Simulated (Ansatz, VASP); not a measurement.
Two plane-wave programs on CdS

POSCAR

```
CdS
1.0
    4.3447431501      0.0000000000      0.0000000000
   -2.1723715751      3.7626579410      0.0000000000
    0.0000000000      0.0000000000      5.9180091532
Cd S
1 1
Direct
    0.0000000000      0.0000000000      0.4426919200
    0.6666666667      0.3333333333      0.4343080800
```

INCAR.step1

```
PREC     = Accurate       # precision mode
ENCUT    = 520            # plane-wave cutoff, eV
EDIFF    = 1E-5           # SCF threshold, eV
ISMEAR   = -1             # smearing method
SIGMA    = 0.05           # smearing width, eV
LREAL    = F              # projectors in reciprocal space
LASPH    = T              # aspherical terms in the spheres
NELM     = 60             # most SCF steps
ALGO     = Normal         # electronic algorithm
ISIF     = 2              # what is computed and relaxed
LWAVE    = T              # write WAVECAR
LCHARG   = F              # write CHGCAR
GGA      = PE             # functional
NBANDS   = 16             # bands
```

The input INCAR.step2:

```
PREC     = Accurate       # precision mode
ENCUT    = 520            # plane-wave cutoff, eV
EDIFF    = 1E-6           # SCF threshold, eV
ISMEAR   = -1             # smearing method
SIGMA    = 0.05           # smearing width, eV
LREAL    = F              # projectors in reciprocal space
LASPH    = T              # aspherical terms in the spheres
NELM     = 60             # most SCF steps
ALGO     = Normal         # electronic algorithm
ISIF     = 2              # what is computed and relaxed
LWAVE    = F              # write WAVECAR
LCHARG   = F              # write CHGCAR
GGA      = PE             # functional
LHFCALC  = T              # exact exchange
HFSCREEN = 0.2079         # screening, 1/A
PRECFOCK = Normal       
ISTART   = 1            
NBANDS   = 16             # bands
```

The input KPOINTS:

```
Automatic mesh
0
Gamma
  4 4 4
```

Contents of input:

```
crystal:
  lattice:
    - [4.3447431501, 0.0, 0.0]
    - [-2.1723715751, 3.762657941, 0.0]
    - [0.0, 0.0, 5.9180091532]
  atoms:
    - { symbol: Cd, position: [0.0, 0.0, 0.44269192] }
    - { symbol: S, position: [0.6666666667, 0.3333333333, 0.43430808] }
hamiltonian:
  xc: hse06
  pseudopotentials: { kind: paw }
kpoints:
  mp_grid: { grid: [4, 4, 4] }
scf:
  occupations: { method: fermi_dirac, width: 0.05 }
output:
  forces: true
  stress: true
  eigenvalues: true
```

Alike in both runs: task single point; functional HSE06; k mesh 4 × 4 × 4; occupations fermi-dirac, width 0.05 eV; no spin polarisation.

|  | VASP | Ansatz |
| --- | --- | --- |
| version | VASP 6.6.1 | Ansatz 0.2.0 |
| potentials or method | VASP PAW PBE potentials, release 64 (Cd, S) | Ansatz PAW |
| plane-wave cutoff (eV) | 520 | 420 |
| valence electrons in the cell | 18 | 26 |

```tsv
	VASP	Ansatz	Ansatz less VASP
gap on the k mesh at the Fermi level (eV)	2.36	2.36	0.000
least direct gap on the mesh (eV)	2.36	2.36	0.000
pressure (GPa)	-2.0	-2.1	-0.13
traceless stress, the component that is largest in VASP (GPa)	2.04	2.16	+0.121
rms of the force components (eV/Å)	0.017	0.018	+0.0013
```

Atom by atom the forces differ by 0.001 eV/Å (rms over components). The functional is the same, so the differences come from potentials, cutoffs and numerics. VASP's potentials hold 18 valence electrons a cell and Ansatz's 26, so a difference there can come from the potentials and not from the codes.
